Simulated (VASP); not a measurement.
Input of a VASP 6.6.1 run:

File INCAR:

```
PREC = Accurate ; ENCUT = 600
EDIFF = 1E-6 ; ISMEAR = 0
SIGMA = 0.1 ; LREAL = False
LASPH = True ; NELM = 80
ALGO = Normal ; ISIF = 3
LWAVE = False ; LCHARG = False
GGA = PE ; IBRION = 2
NSW = 90 ; EDIFFG = -0.04
```

The input KPOINTS:

```
regular mesh
0
Gamma
  4 4 4
```

Contents of POSCAR:

```
Ag3IO
1.0
    4.5598551800      0.0000000000      0.0000000000
    0.0000000000      4.5598551800      0.0000000000
    0.0000000000      0.0000000000      4.5598551800
Ag I O
3 1 1
Direct
    0.5000000000      0.0000000000      0.0000000000
    0.0000000000      0.5000000000      0.0000000000
    0.0000000000      0.0000000000      0.5000000000
    0.5000000000      0.5000000000      0.5000000000
    0.0000000000      0.0000000000      0.0000000000
```

Potentials or basis: VASP PAW PBE potentials, release 64 (Ag, I, O).

Run with:

```sh
$ cat potpaw_PBE.64/Ag/POTCAR potpaw_PBE.64/I/POTCAR potpaw_PBE.64/O/POTCAR > POTCAR
$ mpirun -np 1 vasp_std > vasp.out
```

(1) Predict the space group after relaxing (to 0.05 Å).

(2) Estimate the relaxed volume.

Answers

(1) Pm-3m (No. 221).

(2) 20.18 Å³/atom.
